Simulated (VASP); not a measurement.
InB2As3:

```
In B As
1.0
     1.84110   -6.69893    0.00000
     1.84110    6.69893    0.00000
     0.00000    0.00000    5.21108
In B As
1 2 3
Direct
  0.00000 0.00000 0.00000
  0.08157 0.91843 0.50000
  0.91843 0.08157 0.50000
  0.50000 0.50000 0.50000
  0.30824 0.69176 0.00000
  0.69176 0.30824 0.00000
```

The cell was built from a structure type or drawn by symmetry, and may not be a known phase.

* Program: VASP 6.6.1
* Task: relaxation of cell and atoms
* Functional: PBE
* Potentials or basis: VASP PAW PBE potentials, release 64 (In_d, B, As)
* Cutoff: 600 eV
* k mesh: 6 × 6 × 4
* Occupations: gaussian, width 0.1 eV
* Spin: no spin polarisation

At the start: pressure 0.1 GPa; volume 21.42 Å³/atom.

**Question.** How do energy, volume and symmetry change on relaxing?

**Answer.** Over 11 steps the energy falls by 27.8 meV/atom and the volume is 20.65 Å³/atom (-3.6 %); space group Cmmm (No. 65, to 0.1 Å) before and after.

The path:
| step | energy change (eV) | largest force (eV/Å) | pressure (GPa) | volume (Å³) |
| --- | --- | --- | --- | --- |
| 1 | 0.0000 | 0.3860 | 0.07 | 128.54 |
| 2 | -0.0385 | 0.3581 | -0.24 | 128.71 |
| 3 | -0.0705 | 0.3608 | -0.66 | 128.95 |
| 4 | -0.1007 | 0.2798 | 0.11 | 127.08 |
| 5 | -0.1293 | 0.4303 | 1.74 | 122.52 |
| 6 | -0.1409 | 0.4381 | 1.56 | 122.40 |
| 7 | -0.1528 | 0.4614 | 1.20 | 122.14 |
| 8 | -0.1534 | 0.4706 | 1.09 | 122.06 |
| 9 | -0.1604 | 0.3333 | 0.75 | 122.60 |
| 10 | -0.1666 | 0.0472 | -0.22 | 124.22 |
| 11 | -0.1671 | 0.0274 | -0.02 | 123.89 |

Final structure:
```
CELL_PARAMETERS angstrom
1.72652 -7.14243 0.00000
1.72652 7.14243 0.00000
0.00000 0.00000 5.02317
ATOMIC_POSITIONS crystal
In 0.00000 0.00000 0.00000
B 0.09638 0.90362 0.50000
B 0.90362 0.09638 0.50000
As 0.50000 0.50000 0.50000
As 0.30906 0.69094 0.00000
As 0.69094 0.30906 0.00000
```
